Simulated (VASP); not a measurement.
Input of a VASP 6.6.1 run:

File INCAR:

```
PREC = Accurate ; ENCUT = 520
EDIFF = 1E-6 ; ISMEAR = 0
SIGMA = 0.1 ; LREAL = F
LASPH = T ; NELM = 80
ALGO = Normal ; ISIF = 2
LWAVE = F ; LCHARG = F
GGA = PE ; IVDW = 12
NBANDS = 14
```

File KPOINTS:

```
Automatic mesh
0
Gamma
  14 14 14
```

Contents of POSCAR:

```
AlNi
1.0
    2.8574477862      0.0000000000      0.0000000000
    0.0000000000      2.8574477862      0.0000000000
    0.0000000000      0.0000000000      2.8574477862
Al Ni
1 1
Direct
    0.0000000000      0.0000000000      0.0000000000
    0.5000000000      0.5000000000      0.5000000000
```

Potentials or basis: VASP PAW PBE potentials, release 64 (Al, Ni).

Launch:

```console
$ cat potpaw_PBE.64/Al/POTCAR potpaw_PBE.64/Ni/POTCAR > POTCAR
$ mpirun -np 1 vasp_std > vasp.out
```

Q: Predict the dispersion energy per atom.

A: -0.454 eV.

Q: Estimate the pressure.

A: -0.1 GPa.

Caveat: pairwise dispersion overbinds metals, which lowers pressure and volume. Spin polarisation is off, so any magnetic state and its effect on volume and gap are missing.
